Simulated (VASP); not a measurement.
Crystal: Ti.

```
Ti
1.0
     2.95000    0.00000    0.00000
    -1.47500    2.55477    0.00000
     0.00000    0.00000    4.68460
Ti
2
Direct
  0.33333 0.66667 0.75000
  0.66667 0.33333 0.25000
```

```yaml
Program: VASP 6.6.1
Task: relaxation of cell and atoms
Functional: PBE
Potentials_or_basis: VASP PAW PBE potentials, release 64 (Ti_sv)
Cutoff: 600 eV
k_mesh: 8 × 8 × 4
Occupations: gaussian, width 0.05 eV
Spin: no spin polarisation
```

At the start: pressure -2.1 GPa; volume 17.65 Å³/atom.

Problem. Where does the relaxation end?

Solution. Over 4 steps the energy falls by 2.6 meV/atom and the volume is 17.30 Å³/atom (-2.0 %); space group P6_3/mmc (No. 194, to 0.05 Å).

The path:
```tsv
step	energy change (eV)	largest force (eV/Å)	pressure (GPa)	volume (Å³)
1	0.0000	0.0000	-2.09	35.31
2	-0.0028	0.0000	1.59	34.14
3	-0.0049	0.0000	0.08	34.60
4	-0.0053	0.0000	0.05	34.60
```

Final structure:
```
Ti
1.0
     2.93716    0.00000    0.00000
    -1.46858    2.54366    0.00000
     0.00000    0.00000    4.63112
Ti
2
Direct
  0.33333 0.66667 0.75000
  0.66667 0.33333 0.25000
```
